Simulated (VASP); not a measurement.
# BeTe (F-43m) in VASP: further runs

The runs below take BeTe through single point, with HSE06, PBE0.

Everything below comes from runs of VASP 6.6.1. Logs are shortened: lines on timing, memory, paths and dates and some standing lists are left out, and cuts for length are marked.

## 1. The cell of the first run

Symmetry: F-43m, No. 216, cubic system. The conventional cell has a = 5.631 Å, b = 5.631 Å, c = 5.631 Å, α = 90.00°, β = 90.00°, γ = 90.00°. Be (site symmetry -43m) has 4 Te at 2.44 Å within 3.2 Å. Within 3.2 Å of Te (site symmetry -43m) lie 4 Be at 2.44 Å.

## 2. Single point, HSE06

The input, POSCAR:

```
BeTe
1.0
    0.0000000000      2.8156979322      2.8156979322
    2.8156979322      0.0000000000      2.8156979322
    2.8156979322      2.8156979322      0.0000000000
Be Te
1 1
Direct
    0.0000000000      0.0000000000      0.0000000000
    0.2500000000      0.2500000000      0.2500000000
```

The input, INCAR.step1:

```
SYSTEM = BeTe
ALGO = Normal ; EDIFF = 1E-5
ENCUT = 520 ; GGA = PE
ISIF = 2 ; ISMEAR = -1
LASPH = .TRUE. ; LCHARG = .FALSE.
LREAL = .FALSE. ; LWAVE = .TRUE.
NBANDS = 11 ; NELM = 60
PREC = Accurate ; SIGMA = 0.02
```

The input, INCAR.step2:

```
SYSTEM = BeTe
ALGO = Normal ; EDIFF = 1E-7
ENCUT = 520 ; GGA = PE
HFSCREEN = 0.2079 ; ISIF = 2
ISMEAR = -1 ; ISTART = 1
LASPH = .TRUE. ; LCHARG = .FALSE.
LHFCALC = .TRUE. ; LREAL = .FALSE.
LWAVE = .FALSE. ; NBANDS = 11
NELM = 60 ; PREC = Accurate
PRECFOCK = Normal ; SIGMA = 0.02
```

The input, KPOINTS:

```
k-points
0
G
  6 6 6
  0 0 0
```

Potentials or basis: VASP PAW PBE potentials, release 64 (Be, Te).

Started as:

```bash
$ cat potpaw_PBE.64/Be/POTCAR potpaw_PBE.64/Te/POTCAR > POTCAR
$ cp INCAR.step1 INCAR
$ mpirun -np 1 vasp_std > vasp.out
$ cp INCAR.step2 INCAR
$ mpirun -np 1 vasp_std > vasp.out
```

OUTCAR:

```text
SYSTEM = BeTe
   EDIFF = 1E-7
   ENCUT = 520
   GGA = PE
   HFSCREEN = 0.2079
   ISIF = 2
   ISMEAR = -1
   ISTART = 1
   LASPH = .TRUE.
   LHFCALC = .TRUE.
   LREAL = .FALSE.
   NELM = 60
   PREC = Accurate
   PRECFOCK = Normal

 ion  position               nearest neighbor table
   1  0.000  0.000  0.000-   2 2.44   2 2.44   2 2.44   2 2.44
   2  0.250  0.250  0.250-   1 2.44   1 2.44   1 2.44   1 2.44

  LATTYP: Found a face centered cubic cell.
 ALAT       =     5.6313958644

  Lattice vectors:

 A1 = (   0.0000000000,   2.8156979322,   2.8156979322)
 A2 = (   2.8156979322,   0.0000000000,   2.8156979322)
 A3 = (   2.8156979322,   2.8156979322,   0.0000000000)

Analysis of symmetry for initial positions (statically):
=====================================================================
 Subroutine PRICEL returns:
 Original cell was already a primitive cell.

 Routine SETGRP: Setting up the symmetry group for a
 face centered cubic supercell.

 Subroutine GETGRP returns: Found 24 space group operations
 (whereof 24 operations were pure point group operations)
 out of a pool of 48 trial point group operations.

The static configuration has the point symmetry T_d .

Analysis of symmetry for dynamics (positions and initial velocities):
=====================================================================
 Subroutine PRICEL returns:
 Original cell was already a primitive cell.

 Routine SETGRP: Setting up the symmetry group for a
 face centered cubic supercell.

 Subroutine GETGRP returns: Found 24 space group operations
 (whereof 24 operations were pure point group operations)
 out of a pool of 48 trial point group operations.

The dynamic configuration has the point symmetry T_d .

 Subroutine INISYM returns: Found 24 space group operations
 (whereof 24 operations are pure point group operations),
 and found     1 'primitive' translations

----------------------------------------------------------------------------------------

                                     Primitive cell

  volume of cell :      44.6466

  direct lattice vectors                    reciprocal lattice vectors
     0.000000000  2.815697932  2.815697932    -0.177575866  0.177575866  0.177575866
     2.815697932  0.000000000  2.815697932     0.177575866 -0.177575866  0.177575866
     2.815697932  2.815697932  0.000000000     0.177575866  0.177575866 -0.177575866

  length of vectors
     3.981998203  3.981998203  3.981998203     0.307570423  0.307570423  0.307570423

  position of ions in fractional coordinates (direct lattice)
     0.000000000  0.000000000  0.000000000
     0.250000000  0.250000000  0.250000000

  ion indices of the primitive-cell ions
   primitive index   ion index
                 1           1
                 2           2

----------------------------------------------------------------------------------------

 KPOINTS: k-points

Automatic generation of k-mesh.
 Grid dimensions read from file:
 generate k-points for:    6    6    6

 Generating k-lattice:

  Cartesian coordinates                     Fractional coordinates (reciprocal lattice)
    -0.029595978  0.029595978  0.029595978     0.166666667  0.000000000  0.000000000
     0.029595978 -0.029595978  0.029595978     0.000000000  0.166666667  0.000000000
     0.029595978  0.029595978 -0.029595978     0.000000000  0.000000000  0.166666667

  Length of vectors
     0.051261737  0.051261737  0.051261737

  Shift w.r.t. Gamma in fractional coordinates (k-lattice)
     0.000000000  0.000000000  0.000000000

 Subroutine IBZKPT returns following result:
 ===========================================

 Found     16 irreducible k-points:

 Following reciprocal coordinates:
            Coordinates               Weight
  0.000000  0.000000  0.000000      1.000000
  0.166667  0.000000  0.000000      8.000000
  0.333333  0.000000  0.000000      8.000000
  0.500000  0.000000  0.000000      4.000000
  0.166667  0.166667  0.000000      6.000000
  0.333333  0.166667  0.000000     24.000000
[... 8 lines left out ...]
 -0.333333  0.333333  0.166667     24.000000
 -0.333333  0.500000  0.166667     12.000000
   k-points           NKPTS =     16   k-points in BZ     NKDIM =    216   number of bands    NBANDS=     11
   number of dos      NEDOS =    301   number of ions     NIONS =      2
   total plane-waves  NPLWV =  27000
   dimension x,y,z NGX =    30 NGY =   30 NGZ =   30
   dimension x,y,z NGXF=    60 NGYF=   60 NGZF=   60
   ions per type =               1   1
   NGX,Y,Z   is equivalent  to a cutoff of  12.52, 12.52, 12.52 a.u.
   NGXF,Y,Z  is equivalent  to a cutoff of  25.05, 25.05, 25.05 a.u.
 SYSTEM =  BeTe
   PREC   = accura    normal or accurate (medium, high low for compatibility)
   ISTART =      1    job   : 0-new  1-cont  2-samecut
   ICHARG =      0    charge: 1-file 2-atom 10-const
   ISPIN  =      1    spin polarized calculation?
   LNONCOLLINEAR =      F non collinear calculations
   LSORBIT =      F    spin-orbit coupling
   LASPH  =      T    aspherical Exc in radial PAW
   ENCUT  =  520.0 eV  38.22 Ry    6.18 a.u.   7.40  7.40  7.40*2*pi/ulx,y,z
   NELM   =     60;   NELMIN=  2; NELMDL=  0     # of ELM steps
   EDIFF  = 0.1E-06   stopping-criterion for ELM
   LREAL  =      F    real-space projection
   EDIFFG = 0.1E-05   stopping-criterion for IOM
   NSW    =      0    number of steps for IOM
   IBRION =     -1    ionic relax: 0-MD 1-quasi-New 2-CG
   NFREE  =      0    steps in history (QN), initial steepest desc. (CG)
   ISIF   =      2    stress and relaxation
   ISYM   =      3    0-nonsym 1-usesym 2-fastsym
   POTIM  = 0.5000    time-step for ionic-motion
   TEBEG  =    0.0;   TEEND  =   0.0 temperature during run
   PSTRESS=    0.0 pullay stress
   NELECT =       8.0000    total number of electrons
   NUPDOWN=      -1.0000    fix difference up-down
   EMIN   =  10.00;   EMAX   =-10.00  energy-range for DOS
   EFERMI =   0.00;   METHOD = LEGACY
   ISMEAR =    -1;   SIGMA  =   0.02  broadening in eV -4-tet -1-fermi 0-gaus
   EFERMI_NEDOS =   21; number of points for ismear=-14 and -15
   IALGO  =     38    algorithm
   IMIX   =      1    mixing-type and parameters
     AMIX     =   0.40;   BMIX     =  1.00
     AMIX_MAG =   1.60;   BMIX_MAG =  1.00
  volume/ion in A,a.u.               =      22.32       150.64
  Fermi-wavevector in a.u.,A,eV,Ry     =   0.922944  1.744112 11.589796  0.851826
  Thomas-Fermi vector in A             =   2.048527
   LORBIT       =      0    0 simple, 1 ext, 2 COOP (PROOUT), +10 PAW based schemes
   GGA     = PE    functional components
   LHFCALC =     T    Hartree Fock is set to
   PRECFOCK=normal    Normal, Fast or Accurate (Low or Medium for compatibility)
   ENCUT4O =  -1.0   cutoff for four orbital integrals eV
   NKREDX  =     1    reduce k-point grid by
   NKREDY  =     1    reduce k-point grid by
   NKREDZ  =     1    reduce k-point grid by
   AEXX    =    0.2500 exact exchange contribution
   HFSCREEN=    0.2079 screening length (either q_TF or 0.3 A-1)
   HFSCREENC=   0.2079 screening length for correlation (either q_TF or 0.3 A-1)
   ENCUTFOCK=  -1.0 apply spherical cutoff to Coloumb kernel
   IVDW    =     0    specifies the selected vdW correction
   LEPSILON=     F    determine dielectric tensor
   LRPA    =     F    only Hartree local field effects (RPA)
 non-spin polarized calculation
  energy-cutoff  :      520.00
  volume of cell :       44.65
 maximum number of plane-waves:      1243
 NGX is ok and might be reduce to    30
  NGX = 24; NGY = 24; NGZ = 24

 number of electron       8.0000000 magnetization

 Free energy of the ion-electron system (eV)
  ---------------------------------------------------
  ext. energy  EPLUGINS =         0.00000000
  ---------------------------------------------------
  free energy    TOTEN  =        -8.75290079 eV

  energy without entropy =       -8.75290079  energy(sigma->0) =       -8.75290079

 E-fermi :   5.0925     XC(G=0):  -7.5663

 val. band max:        4.6216084001   @ k =   0.0000   0.0000   0.0000
 cond. band min:       7.2586387358   @ k =   0.5000   0.5000   0.0000
 fundamental gap:      2.6370303357
 Fermi energy:         5.0925307345

 k-point     1 :       0.0000    0.0000    0.0000
  band No.  band energies     occupation
      1      -8.8298      2.00000
      2       4.6216      2.00000
      3       4.6216      2.00000
      4       4.6216      2.00000
      5       9.0924      0.00000
      6       9.0924      0.00000
      7       9.0924      0.00000
      8       9.2129      0.00000
      9      13.9886      0.00000
     10      15.9115      0.00000
     11      15.9115      0.00000

 k-point     2 :       0.1667    0.0000    0.0000
  band No.  band energies     occupation
      1      -8.5407      2.00000
      2       2.4822      2.00000
      3       4.2227      2.00000
      4       4.2227      2.00000
      5       8.8869      0.00000
      6       9.6684      0.00000
      7       9.6684      0.00000
      8      11.3357      0.00000
      9      14.6280      0.00000
     10      14.6994      0.00000
     11      14.6994      0.00000

 k-point     3 :       0.3333    0.0000    0.0000
  band No.  band energies     occupation
      1      -7.8127      2.00000
      2      -0.2585      2.00000
      3       3.6333      2.00000
      4       3.6333      2.00000
      5       8.5733      0.00000
      6      10.1409      0.00000
      7      10.1409      0.00000
      8      13.4707      0.00000
      9      15.0253      0.00000
     10      15.2905      0.00000
     11      15.2905      0.00000

 k-point     4 :       0.5000    0.0000    0.0000
  band No.  band energies     occupation
      1      -7.3125      2.00000
      2      -1.4846      2.00000
      3       3.3977      2.00000
      4       3.3977      2.00000
      5       8.4512      0.00000
      6      10.0952      0.00000
      7      10.0952      0.00000
      8      13.4623      0.00000
      9      16.7395      0.00000
     10      17.3717      0.00000
     11      17.3717      0.00000

 k-point     5 :       0.1667    0.1667    0.0000
  band No.  band energies     occupation
      1      -8.4434      2.00000
      2       2.8032      2.00000
      3       3.5472      2.00000
      4       3.5472      2.00000
      5       8.4262      0.00000
      6      10.5202      0.00000
      7      10.7258      0.00000
      8      10.7258      0.00000
      9      13.3887      0.00000
     10      15.3748      0.00000
     11      16.3751      0.00000
[... 99 lines left out ...]
 k-point    13 :       0.5000    0.5000    0.0000
  band No.  band energies     occupation
      1      -6.7528      2.00000
      2      -1.0390      2.00000
      3       1.7424      2.00000
      4       1.7424      2.00000
      5       7.2586      0.00000
      6       8.0000      0.00000
      7      15.7002      0.00000
      8      15.7002      0.00000
      9      17.4901      0.00000
     10      18.9920      0.00000
     11      19.2427      0.00000

 k-point    14 :       0.5000    0.3333    0.1667
  band No.  band energies     occupation
      1      -7.2589      2.00000
      2      -0.2046      2.00000
      3       1.3107      2.00000
      4       2.4872      2.00000
      5       9.3942      0.00000
      6      10.4312      0.00000
      7      10.7935      0.00000
      8      13.4859      0.00000
      9      15.8400      0.00000
     10      16.2239      0.00000
     11      18.6046      0.00000

 k-point    15 :      -0.3333    0.3333    0.1667
  band No.  band energies     occupation
      1      -6.8852      2.00000
      2      -0.7197      2.00000
      3       0.8276      2.00000
      4       2.0271      2.00000
      5       9.9342      0.00000
      6      10.2006      0.00000
      7      12.5948      0.00000
      8      12.9029      0.00000
      9      14.3801      0.00000
     10      17.7706      0.00000
     11      18.5532      0.00000

 k-point    16 :      -0.3333    0.5000    0.1667
  band No.  band energies     occupation
      1      -6.7238      2.00000
      2      -0.6698      2.00000
      3       0.9404      2.00000
      4       1.2895      2.00000
      5       9.1039      0.00000
      6       9.7258      0.00000
      7      13.0305      0.00000
      8      13.3612      0.00000
      9      16.8452      0.00000
     10      17.7089      0.00000
     11      18.7362      0.00000

------------------------ aborting loop because EDIFF is reached ----------------------------------------

  FORCE on cell =-STRESS in cart. coord.  units (eV):
  Direction    XX          YY          ZZ          XY          YZ          ZX
  --------------------------------------------------------------------------------------
  -------------------------------------------------------------------------------------
  Total       -0.0348203     -0.0348203     -0.0348203      0.0000000      0.0000000      0.0000000
  in kB       -1.2495524     -1.2495524     -1.2495524      0.0000000      0.0000000      0.0000000
  external PRESSURE =      -1.2495524 kB  Pullay stress =       0.0000000 kB

 VOLUME and BASIS-vectors are now :
 -----------------------------------------------------------------------------
  energy-cutoff  :      520.00
  volume of cell :       44.65
      direct lattice vectors                 reciprocal lattice vectors
     0.000000000  2.815697932  2.815697932    -0.177575866  0.177575866  0.177575866
     2.815697932  0.000000000  2.815697932     0.177575866 -0.177575866  0.177575866
     2.815697932  2.815697932  0.000000000     0.177575866  0.177575866 -0.177575866

 POSITION                                       TOTAL-FORCE (eV/Angst)
 -----------------------------------------------------------------------------------
      0.00000      0.00000      0.00000         0.000000      0.000000      0.000000
      1.40785      1.40785      1.40785        -0.000000     -0.000000     -0.000000
 -----------------------------------------------------------------------------------
    total drift:                                0.000000      0.000000      0.000000

  FREE ENERGIE OF THE ION-ELECTRON SYSTEM (eV)
  ---------------------------------------------------
  free  energy   TOTEN  =        -8.7529007897 eV

  energy  without entropy=       -8.7529007897  energy(sigma->0) =       -8.75290079
```

It took 22 min on 1 thread of Intel Xeon Platinum 8259CL at 2.50GHz (Skylake/Cascade Lake), shared host; peak memory 0.3 GiB.

Results:

```
Free energy            : -8.7529 eV
Pressure               : -0.1 GPa
Band gap on the k mesh : 2.64 eV (least direct gap 4.47 eV)
```

Caveat: the PAW data sets were made with another functional, which shifts forces and pressure a little; spin-orbit coupling is left out, which moves the levels of the heavy elements. A k mesh can miss the band edges.

(Part 1 of 2 ends here.)
